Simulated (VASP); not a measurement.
A run of VASP 6.6.1:

The input INCAR:

```
PREC     = Accurate       # precision mode
ENCUT    = 520            # plane-wave cutoff, eV
EDIFF    = 1E-6           # SCF threshold, eV
ISMEAR   = 0              # smearing method
SIGMA    = 0.1            # smearing width, eV
LREAL    = F              # projectors in reciprocal space
LASPH    = T              # aspherical terms in the spheres
NELM     = 60             # most SCF steps
ALGO     = Normal         # electronic algorithm
ISIF     = 2              # what is computed and relaxed
LWAVE    = F              # write WAVECAR
LCHARG   = F              # write CHGCAR
GGA      = PE             # functional
NBANDS   = 17             # bands
```

The input KPOINTS:

```
regular mesh
0
Gamma
  8 6 4
```

File POSCAR:

```
TiSi2
1.0
    2.0793304300      0.0000000000      0.0000000000
    0.0000000000      3.4318518100      0.0000000000
    0.0000000000      0.0000000000      6.0258515000
Ti Si
1 2
Direct
    0.5000000000      0.5000000000      0.0000000000
    0.0000000000      0.2383175500      0.5000000000
    0.0000000000      0.7616824500      0.5000000000
```

Potentials or basis: VASP PAW PBE potentials, release 64 (Ti_sv, Si).

Command:

```bash
$ cat potpaw_PBE.64/Ti_sv/POTCAR potpaw_PBE.64/Si/POTCAR > POTCAR
$ mpirun -np 1 vasp_std > vasp.out
```

Hardware: 1 thread of Intel(R) Xeon(R) 6975P-C (Granite Rapids), on a shared host.

Question: Estimate the wall time of this run.

Answer: It took 16 s on 1 thread of Intel(R) Xeon(R) 6975P-C (Granite Rapids), on a shared host, peak memory 0.17 GiB. Counts: scf iterations 15, k points 60.
